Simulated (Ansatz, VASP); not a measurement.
# Li4F in VASP and in Ansatz

```xyz
5
Lattice="-2.6385 2.6385 2.6385 2.6385 -2.6385 2.6385 2.6385 2.6385 -2.6385" Properties=species:S:1:pos:R:3 pbc="T T T"
Li    1.3193    1.3193   -1.3193
Li    1.3193   -1.3193    1.3193
Li   -1.3193    1.3193    1.3193
Li    1.3193    1.3193    1.3193
F     0.0000    0.0000    0.0000
```

Change from the starting cell: species swapped into the CrGa4 type (Im-3m, No. 229).

Alike in both runs: task relaxation of cell and atoms; functional PBE; k mesh 10 × 10 × 10; occupations gaussian, width 0.1 eV; no spin polarisation.

```csv
,VASP,Ansatz
version,VASP 6.6.1,Ansatz 0.2.0
potentials or method,"VASP PAW PBE potentials, release 64 (Li_sv, F), cutoff 600 eV","scalar-relativistic, plane waves, PAW"
valence electrons in the cell,19,19
```

```csv
,VASP,Ansatz,Ansatz less VASP
"gap on the k mesh at the Fermi level, each at its own relaxed structure (eV)",none,none,-
relaxed volume (Å³/atom),14.46,14.67,+0.214
relaxed cell length with the largest relative difference (Å),4.546,4.568,+0.0224
```

A gap of «none» marks a metal or a gap that the smearing closes.

Noted on VASP's run: the cutoff is short for stress, so the pressure is rough.
